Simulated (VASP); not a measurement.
# PbSe (Pm-3m) in VASP: further runs

Aim: see how the results for PbSe move with the level of theory and the settings. Levels: BLYP+D3(BJ), BLYP+D4, PBE. Tasks: relaxation of cell and atoms, single point.

Program: VASP 6.6.1. These are calculated values, not measurements. Logs are shortened: lines on timing, memory, paths and dates and some standing lists are left out, and cuts for length are marked.

**1. The cell of the first run**

Symmetry: Pm-3m, No. 221, cubic system. The conventional cell has a = 3.784 Å, b = 3.784 Å, c = 3.784 Å, α = 90.00°, β = 90.00°, γ = 90.00°. Pb (site symmetry m-3m) has 8 Se at 3.28 Å and 6 Pb at 3.78 Å within 4.3 Å. Within 4.3 Å of Se (site symmetry m-3m) lie 8 Pb at 3.28 Å and 6 Se at 3.78 Å.

**2. Relaxation of cell and atoms, BLYP+D3(BJ)**

Input file INCAR:

```
SYSTEM = PbSe
AGGAC = 1.0
AGGAX = 1.0
ALDAC = 0.0
ALDAX = 1.0
ALGO = Normal
EDIFF = 1E-6
EDIFFG = -0.01
ENCUT = 600
GGA = B5
IBRION = 2
ISIF = 3
ISMEAR = -1
IVDW = 12
LASPH = .True.
LCHARG = .False.
LREAL = .False.
LWAVE = .False.
NELM = 60
NSW = 60
PREC = Accurate
SIGMA = 0.05
VDW_A1 = 0.4298
VDW_A2 = 4.2359
VDW_S6 = 1.0
VDW_S8 = 2.6996
```

Input file KPOINTS:

```
k-points
0
Gamma
  7 7 7
  0 0 0
```

Input file POSCAR:

```
PbSe
1.0
    3.7843220000      0.0000000000      0.0000000000
    0.0000000000      3.7843220000      0.0000000000
    0.0000000000      0.0000000000      3.7843220000
Pb Se
1 1
Direct
    0.0000000000      0.0000000000      0.0000000000
    0.5000000000      0.5000000000      0.5000000000
```

Potentials or basis: VASP PAW PBE potentials, release 64 (Pb_d, Se).

The run is started by

```sh
cat potpaw_PBE.64/Pb_d/POTCAR potpaw_PBE.64/Se/POTCAR > POTCAR
mpirun -np 1 vasp_std > vasp.out
```

OUTCAR:

```text
SYSTEM = PbSe
   EDIFF = 1E-6
   EDIFFG = -0.01
   ENCUT = 600
   GGA = B5
   IBRION = 2
   ISIF = 3
   ISMEAR = -1
   IVDW = 12
   LASPH = .True.
   LREAL = .False.
   NELM = 60
   NSW = 60
   PREC = Accurate
 IVDW          = 12

 ion  position               nearest neighbor table
   1  0.000  0.000  0.000-   2 3.28   2 3.28   2 3.28   2 3.28   2 3.28   2 3.28   2 3.28   2 3.28

   2  0.500  0.500  0.500-   1 3.28   1 3.28   1 3.28   1 3.28   1 3.28   1 3.28   1 3.28   1 3.28

  LATTYP: Found a simple cubic cell.
 ALAT       =     3.7843220000

  Lattice vectors:

 A1 = (   3.7843220000,   0.0000000000,   0.0000000000)
 A2 = (   0.0000000000,   3.7843220000,   0.0000000000)
 A3 = (   0.0000000000,   0.0000000000,   3.7843220000)

Analysis of symmetry for initial positions (statically):
=====================================================================
 Subroutine PRICEL returns:
 Original cell was already a primitive cell.

 Routine SETGRP: Setting up the symmetry group for a
 simple cubic supercell.

 Subroutine GETGRP returns: Found 48 space group operations
 (whereof 48 operations were pure point group operations)
 out of a pool of 48 trial point group operations.

The static configuration has the point symmetry O_h .

Analysis of symmetry for dynamics (positions and initial velocities):
=====================================================================
 Subroutine PRICEL returns:
 Original cell was already a primitive cell.

 Routine SETGRP: Setting up the symmetry group for a
 simple cubic supercell.

 Subroutine GETGRP returns: Found 48 space group operations
 (whereof 48 operations were pure point group operations)
 out of a pool of 48 trial point group operations.

The dynamic configuration has the point symmetry O_h .

 Subroutine INISYM returns: Found 48 space group operations
 (whereof 48 operations are pure point group operations),
 and found     1 'primitive' translations

----------------------------------------------------------------------------------------

                                     Primitive cell

  volume of cell :      54.1956

  direct lattice vectors                    reciprocal lattice vectors
     3.784322000  0.000000000  0.000000000     0.264248127  0.000000000  0.000000000
     0.000000000  3.784322000  0.000000000     0.000000000  0.264248127  0.000000000
     0.000000000  0.000000000  3.784322000     0.000000000  0.000000000  0.264248127

  length of vectors
     3.784322000  3.784322000  3.784322000     0.264248127  0.264248127  0.264248127

  position of ions in fractional coordinates (direct lattice)
     0.000000000  0.000000000  0.000000000
     0.500000000  0.500000000  0.500000000

  ion indices of the primitive-cell ions
   primitive index   ion index
                 1           1
                 2           2

----------------------------------------------------------------------------------------

 KPOINTS: k-points

Automatic generation of k-mesh.
 Grid dimensions read from file:
 generate k-points for:    7    7    7

 Generating k-lattice:

  Cartesian coordinates                     Fractional coordinates (reciprocal lattice)
     0.037749732  0.000000000  0.000000000     0.142857143  0.000000000  0.000000000
     0.000000000  0.037749732  0.000000000     0.000000000  0.142857143  0.000000000
     0.000000000  0.000000000  0.037749732     0.000000000  0.000000000  0.142857143

  Length of vectors
     0.037749732  0.037749732  0.037749732

  Shift w.r.t. Gamma in fractional coordinates (k-lattice)
     0.000000000  0.000000000  0.000000000

 Subroutine IBZKPT returns following result:
 ===========================================

 Found     20 irreducible k-points:

 Following reciprocal coordinates:
            Coordinates               Weight
  0.000000  0.000000  0.000000      1.000000
  0.142857  0.000000  0.000000      6.000000
  0.285714  0.000000  0.000000      6.000000
  0.428571  0.000000  0.000000      6.000000
  0.142857  0.142857  0.000000     12.000000
  0.285714  0.142857  0.000000     24.000000
[... 12 lines left out ...]
  0.428571  0.428571  0.285714     24.000000
  0.428571  0.428571  0.428571      8.000000
   k-points           NKPTS =     20   k-points in BZ     NKDIM =     20   number of bands    NBANDS=     14
   number of dos      NEDOS =    301   number of ions     NIONS =      2
   total plane-waves  NPLWV =  27000
   dimension x,y,z NGX =    30 NGY =   30 NGZ =   30
   dimension x,y,z NGXF=    60 NGYF=   60 NGZF=   60
   ions per type =               1   1
   NGX,Y,Z   is equivalent  to a cutoff of  13.18, 13.18, 13.18 a.u.
   NGXF,Y,Z  is equivalent  to a cutoff of  26.36, 26.36, 26.36 a.u.
 SYSTEM =  PbSe
   PREC   = accura    normal or accurate (medium, high low for compatibility)
   ISTART =      0    job   : 0-new  1-cont  2-samecut
   ICHARG =      2    charge: 1-file 2-atom 10-const
   ISPIN  =      1    spin polarized calculation?
   LNONCOLLINEAR =      F non collinear calculations
   LSORBIT =      F    spin-orbit coupling
   LASPH  =      T    aspherical Exc in radial PAW
   ENCUT  =  600.0 eV  44.10 Ry    6.64 a.u.   7.56  7.56  7.56*2*pi/ulx,y,z
   NELM   =     60;   NELMIN=  2; NELMDL= -5     # of ELM steps
   EDIFF  = 0.1E-05   stopping-criterion for ELM
   LREAL  =      F    real-space projection
   EDIFFG = -.1E-01   stopping-criterion for IOM
   NSW    =     60    number of steps for IOM
   IBRION =      2    ionic relax: 0-MD 1-quasi-New 2-CG
   NFREE  =      1    steps in history (QN), initial steepest desc. (CG)
   ISIF   =      3    stress and relaxation
   ISYM   =      2    0-nonsym 1-usesym 2-fastsym
   POTIM  = 0.5000    time-step for ionic-motion
   TEBEG  =    0.0;   TEEND  =   0.0 temperature during run
   PSTRESS=    0.0 pullay stress
   NELECT =      20.0000    total number of electrons
   NUPDOWN=      -1.0000    fix difference up-down
   EMIN   =  10.00;   EMAX   =-10.00  energy-range for DOS
   EFERMI =   0.00;   METHOD = LEGACY
   ISMEAR =    -1;   SIGMA  =   0.05  broadening in eV -4-tet -1-fermi 0-gaus
   EFERMI_NEDOS =   21; number of points for ismear=-14 and -15
   IALGO  =     38    algorithm
   IMIX   =      4    mixing-type and parameters
     AMIX     =   0.40;   BMIX     =  1.00
     AMIX_MAG =   1.60;   BMIX_MAG =  1.00
  volume/ion in A,a.u.               =      27.10       182.87
  Fermi-wavevector in a.u.,A,eV,Ry     =   1.174258  2.219025 18.760817  1.378881
  Thomas-Fermi vector in A             =   2.310658
   LORBIT       =      0    0 simple, 1 ext, 2 COOP (PROOUT), +10 PAW based schemes
   GGA     = B5    functional components
   LHFCALC =     F    Hartree Fock is set to
   AEXX    =    0.0000 exact exchange contribution
   IVDW    =    12    specifies the selected vdW correction
   LEPSILON=     F    determine dielectric tensor
   LRPA    =     F    only Hartree local field effects (RPA)
 conjugate gradient relaxation of ions
 non-spin polarized calculation
  energy-cutoff  :      600.00
  volume of cell :       54.20
 maximum number of plane-waves:      1839
 NGX is ok and might be reduce to    30
   NGX = 15   NGY = 15   NGZ = 15

--------------------------------------- Ionic step        1  -------------------------------------------

 number of electron      20.0000001 magnetization

 Free energy of the ion-electron system (eV)
  ---------------------------------------------------
  ext. energy  EPLUGINS =         0.00000000
  ---------------------------------------------------
  free energy    TOTEN  =        -6.46463086 eV

  energy without entropy =       -6.45351277  energy(sigma->0) =       -6.45907181

------------------------ aborting loop because EDIFF is reached ----------------------------------------

 Edisp (eV)   -1.83797

 E8    (eV) :    -1.3930

  FORCE on cell =-STRESS in cart. coord.  units (eV):
  Direction    XX          YY          ZZ          XY          YZ          ZX
  --------------------------------------------------------------------------------------
  -------------------------------------------------------------------------------------
  Total      -0.35812    -0.35812    -0.35812    -0.00000    -0.00000     0.00000
  in kB     -10.58711   -10.58711   -10.58711    -0.00000    -0.00000     0.00000
  external pressure =      -10.59 kB  Pullay stress =        0.00 kB

 VOLUME and BASIS-vectors are now :
 -----------------------------------------------------------------------------
  energy-cutoff  :      600.00
  volume of cell :       54.20
      direct lattice vectors                 reciprocal lattice vectors
     3.784322000  0.000000000  0.000000000     0.264248127  0.000000000  0.000000000
     0.000000000  3.784322000  0.000000000     0.000000000  0.264248127  0.000000000
     0.000000000  0.000000000  3.784322000     0.000000000  0.000000000  0.264248127
[... 41 lines left out ...]
 POSITION                                       TOTAL-FORCE (eV/Angst)
 -----------------------------------------------------------------------------------
      0.00000      0.00000      0.00000        -0.000000     -0.000000      0.000000
      1.87582      1.87582      1.87582         0.000000      0.000000      0.000000
 -----------------------------------------------------------------------------------
    total drift:                                0.000000     -0.000000     -0.000000

  FREE ENERGIE OF THE ION-ELECTRON SYSTEM (eV)
  ---------------------------------------------------
  free  energy   TOTEN  =        -8.3064097055 eV

  energy  without entropy=       -8.2952384471  energy(sigma->0) =       -8.30082408

--------------------------------------- Ionic step        3  -------------------------------------------

 number of electron      20.0000002 magnetization

 Free energy of the ion-electron system (eV)
  ---------------------------------------------------
  ext. energy  EPLUGINS =         0.00000000
  ---------------------------------------------------
  free energy    TOTEN  =        -6.42968410 eV

  energy without entropy =       -6.41846879  energy(sigma->0) =       -6.42407645

 E-fermi :   5.9845     XC(G=0):  -9.4590

 val. band max:        5.9829962718   @ k =   0.1429   0.1429   0.1429
 cond. band min:       6.6886565086   @ k =   0.4286   0.4286   0.2857
 fundamental gap:      0.7056602367
 Fermi energy:         5.9844632231

 k-point     1 :       0.0000    0.0000    0.0000
  band No.  band energies     occupation
      1     -10.9507      2.00000
      2     -10.9507      2.00000
      3     -10.7935      2.00000
      4     -10.7935      2.00000
      5     -10.7935      2.00000
      6      -7.3111      2.00000
      7      -1.1085      2.00000
      8       4.4869      2.00000
      9       4.4869      2.00000
     10       4.4869      2.00000
     11      11.4664      0.00000
     12      11.4664      0.00000
     13      12.0961      0.00000
     14      12.0961      0.00000

 k-point     2 :       0.1429    0.0000    0.0000
  band No.  band energies     occupation
      1     -10.9494      2.00000
      2     -10.9275      2.00000
      3     -10.8021      2.00000
      4     -10.8021      2.00000
      5     -10.7927      2.00000
      6      -7.1588      2.00000
      7      -1.4189      2.00000
      8       4.4250      2.00000
      9       4.6641      2.00000
     10       4.6641      2.00000
[... 334 lines left out ...]
 POSITION                                       TOTAL-FORCE (eV/Angst)
 -----------------------------------------------------------------------------------
      0.00000      0.00000      0.00000        -0.000000     -0.000000      0.000000
      1.87830      1.87830      1.87830         0.000000      0.000000      0.000000
 -----------------------------------------------------------------------------------
    total drift:                                0.000000     -0.000000     -0.000000

  FREE ENERGIE OF THE ION-ELECTRON SYSTEM (eV)
  ---------------------------------------------------
  free  energy   TOTEN  =        -8.3065389377 eV

  energy  without entropy=       -8.2953236292  energy(sigma->0) =       -8.30093128

 reached required accuracy - stopping structural energy minimisation
```

Run time: 2 min. Hardware: 1 thread of Intel Xeon Platinum 8259CL at 2.50GHz (Skylake/Cascade Lake), shared host; peak memory 0.19 GiB.

What came out:

- Free energy: -8.3065 eV
- Relaxed volume: 26.51 Å³/atom
- Relaxed cell: a = 3.757 Å, b = 3.757 Å, c = 3.757 Å, α = 90.00°, β = 90.00°, γ = 90.00°
- Space group after relaxing (to 0.05 Å): Pm-3m (No. 221)
- Energy gained by relaxing: 2.0 meV/atom
- Ionic steps: 3
- Pressure after relaxing: 0.0 GPa
- Band gap on the k mesh: zero (band 10 reaches 5.98 eV, above the bottom of band 11 at 5.90 eV)
- Dispersion energy per atom: -0.938 eV

Step by step:
| step | energy change (eV) | largest force (eV/Å) | pressure (GPa) | volume (Å³) |
| --- | --- | --- | --- | --- |
| 1 | 0.0000 | 0.0000 | -1.06 | 54.20 |
| 2 | -0.0038 | 0.0000 | 0.19 | 52.80 |
| 3 | -0.0039 | 0.0000 | 0.00 | 53.01 |

Final structure:
```yaml
crystal:
  lattice:
    - [3.75660, 0.00000, 0.00000]
    - [0.00000, 3.75660, 0.00000]
    - [0.00000, 0.00000, 3.75660]
  atoms:
    - { symbol: Pb, position: [0.00000, 0.00000, 0.00000] }
    - { symbol: Se, position: [0.50000, 0.50000, 0.50000] }
```

Caveat: the PAW data sets were made with another functional, which shifts forces and pressure a little; spin-orbit coupling is left out, which moves the levels of the heavy elements; pairwise dispersion overbinds metals, which lowers pressure and volume.

(Continued in part 2 of 2.)
